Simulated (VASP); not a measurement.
Write the native input for VASP 6.6.1 that does the following.

```
Task                               : single point
Functional                         : PBE-based screened hybrid
Potentials or basis                : VASP PAW PBE potentials, release 64 (Ba_sv, Te)
Cutoff                             : 520 eV
k mesh                             : 4 × 4 × 4
Occupations                        : fermi-dirac, width 0.05 eV
Spin                               : no spin polarisation
Dipole correction                  : no
Grid for exact exchange (PRECFOCK) : Normal
Share of exact exchange            : 0.25
Further INCAR settings             : ALGO = Normal; EDIFF = 1e-07; NBANDS = 15
Screening parameter                : 0.2 1/Å
```

The system is BaTe.

```xyz
2
Lattice="0.0000 3.4100 3.4100 3.4100 0.0000 3.4100 3.4100 3.4100 0.0000" Properties=species:S:1:pos:R:3 pbc="T T T"
Ba    0.0000    0.0000    0.0000
Te    3.4100    3.4100    3.4100
```

The input as run:

POSCAR

```
BaTe
1.0
    0.0000000000      3.4100000000      3.4100000000
    3.4100000000      0.0000000000      3.4100000000
    3.4100000000      3.4100000000      0.0000000000
Ba Te
1 1
Direct
    0.0000000000      0.0000000000      0.0000000000
    0.5000000000      0.5000000000      0.5000000000
```

INCAR.step1

```
PREC = Accurate ; ENCUT = 520
EDIFF = 1E-5 ; ISMEAR = -1
SIGMA = 0.05 ; LREAL = F
LASPH = T ; NELM = 80
ALGO = Normal ; ISIF = 2
LWAVE = T ; LCHARG = F
GGA = PE ; NBANDS = 15
```

INCAR.step2

```
PREC = Accurate ; ENCUT = 520
EDIFF = 1E-7 ; ISMEAR = -1
SIGMA = 0.05 ; LREAL = F
LASPH = T ; NELM = 80
ALGO = Normal ; ISIF = 2
LWAVE = F ; LCHARG = F
GGA = PE ; LHFCALC = T
AEXX = 0.25 ; HFSCREEN = 0.2
PRECFOCK = Normal ; ISTART = 1
NBANDS = 15
```

KPOINTS

```
Automatic mesh
0
Gamma
  4 4 4
```

Potentials or basis: VASP PAW PBE potentials, release 64 (Ba_sv, Te).

Run with:

```sh
$ cat potpaw_PBE.64/Ba_sv/POTCAR potpaw_PBE.64/Te/POTCAR > POTCAR
$ cp INCAR.step1 INCAR
$ mpirun -np 1 vasp_std > vasp.out
$ cp INCAR.step2 INCAR
$ mpirun -np 1 vasp_std > vasp.out
```

It gave:

```
Pressure               : 4.0 GPa
Band gap on the k mesh : 2.05 eV, indirect (least direct gap 2.48 eV)
```

Caveat: the PAW data sets were made with another functional, which shifts forces and pressure a little; spin-orbit coupling is left out, which moves the levels of the heavy elements.

It took 16 min on 1 thread of AMD EPYC 7R13 Processor (Zen 3), with other jobs on the host, peak memory 0.29 GiB.
